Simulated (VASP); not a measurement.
Wanted: the native input for a VASP 6.6.1 run.

- Task: single point
- Functional: PBEsol
- Potentials or basis: VASP PAW PBE potentials, release 64 (Li_sv, H)
- Cutoff: 520 eV
- k mesh: 10 × 10 × 10
- Occupations: gaussian, width 0.01 eV
- Spin: no spin polarisation
- Dipole correction: no
- Further INCAR settings: ALGO = Normal; EDIFF = 1e-06; NBANDS = 9

The structure of LiH lies in POSCAR:

```
LiH
1.0
    0.0000000000      1.9903685597      1.9903685597
    1.9903685597      0.0000000000      1.9903685597
    1.9903685597      1.9903685597      0.0000000000
Li H
1 1
Direct
    0.0000000000      0.0000000000      0.0000000000
    0.5000000000      0.5000000000      0.5000000000
```

One way to write it, as run:

INCAR

```
SYSTEM = LiH
PREC     = Accurate       ! precision mode
ENCUT    = 520            ! plane-wave cutoff, eV
EDIFF    = 1E-6           ! SCF threshold, eV
ISMEAR   = 0              ! smearing method
SIGMA    = 0.01           ! smearing width, eV
LREAL    = .FALSE.        ! projectors in reciprocal space
LASPH    = .TRUE.         ! aspherical terms in the spheres
NELM     = 100            ! most SCF steps
ALGO     = Normal         ! electronic algorithm
ISIF     = 2              ! what is computed and relaxed
LWAVE    = .FALSE.        ! write WAVECAR
LCHARG   = .FALSE.        ! write CHGCAR
GGA      = PS             ! functional
NBANDS   = 9              ! bands
```

KPOINTS

```
Automatic mesh
0
G
  10 10 10
  0 0 0
```

Potentials or basis: VASP PAW PBE potentials, release 64 (Li_sv, H).

The run is started by

```sh
$ cat potpaw_PBE.64/Li_sv/POTCAR potpaw_PBE.64/H/POTCAR > POTCAR
$ mpirun -np 1 vasp_std > vasp.out
```

Results of the run:

```yaml
Band_gap_on_the_k_mesh: 2.73 eV, direct
```

Run time: 3.3 s on 1 thread of Intel(R) Xeon(R) Platinum 8488C (Sapphire Rapids) (shared host), peak memory 0.13 GiB.
